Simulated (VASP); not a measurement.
Here is a VASP 6.6.1 calculation.

Contents of INCAR:

```
SYSTEM = WC
PREC = Accurate
ENCUT = 520
EDIFF = 1E-6
ISMEAR = 0
SIGMA = 0.1
LREAL = .FALSE.
LASPH = .TRUE.
NELM = 60
ALGO = Normal
ISIF = 2
LWAVE = .FALSE.
LCHARG = .FALSE.
GGA = PS
NBANDS = 16
```

KPOINTS

```
Automatic mesh
0
G
  18 18 14
  0 0 0
```

POSCAR

```
WC
1.0
    3.0007743712      0.0000000000      0.0000000000
   -1.5003871856      2.5987468365      0.0000000000
    0.0000000000      0.0000000000      2.9019590224
W C
1 1
Direct
    0.0000000000      0.0000000000      0.0000000000
    0.6666666667      0.3333333333      0.5000000000
```

Potentials or basis: VASP PAW PBE potentials, release 64 (W_sv, C).

Command:

```console
$ cat potpaw_PBE.64/W_sv/POTCAR potpaw_PBE.64/C/POTCAR > POTCAR
$ mpirun -np 1 vasp_std > vasp.out
```

**Question.** Predict the band gap on the k mesh.

**Answer.** Zero (bands 9 and 10 overlap by 1.15 eV).

**Question.** Estimate the pressure.

**Answer.** -30.8 GPa.

Stress tensor (GPa, compression positive):
```
-30.85   0.00   0.00
  0.00 -30.85   0.00
  0.00   0.00 -30.59
```

Caveat: the cell stands under tension; the PAW data sets were made with another functional, which shifts forces and pressure a little; spin-orbit coupling is left out, which moves the levels of the heavy elements.
